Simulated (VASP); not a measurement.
A run of VASP 6.6.1 is set up as follows.

File INCAR:

```
SYSTEM = SrCl2
PREC = Accurate ; ENCUT = 520
EDIFF = 1E-7 ; ISMEAR = -1
SIGMA = 0.03 ; LREAL = .False.
LASPH = .True. ; NELM = 100
ALGO = Normal ; ISIF = 2
LWAVE = .False. ; LCHARG = .True.
GGA = PS ; LELF = .True.
LVHAR = .True. ; NBANDS = 19
```

KPOINTS

```
Automatic mesh
0
Gamma
  7 7 7
  0 0 0
```

POSCAR

```
SrCl2
1.0
    0.0000000000      2.7777512909      2.7777512909
    2.7777512909      0.0000000000      2.7777512909
    2.7777512909      2.7777512909      0.0000000000
Sr Cl
1 2
Direct
    0.0000000000      0.0000000000      0.0000000000
    0.7500000000      0.7500000000      0.7500000000
    0.2500000000      0.2500000000      0.2500000000
```

Potentials or basis: VASP PAW PBE potentials, release 64 (Sr_sv, Cl).

The run is started by

```sh
$ cat potpaw_PBE.64/Sr_sv/POTCAR potpaw_PBE.64/Cl/POTCAR > POTCAR
$ mpirun -np 1 vasp_std > vasp.out
```

Problem. Predict the pressure.

Solution. 106.0 GPa.

Problem. What does it give for the band gap on the k mesh?

Solution. 3.87 eV, indirect (least direct gap 4.50 eV).

Caveat: the PAW data sets were made with another functional, which shifts forces and pressure a little. A k mesh can miss the band edges.
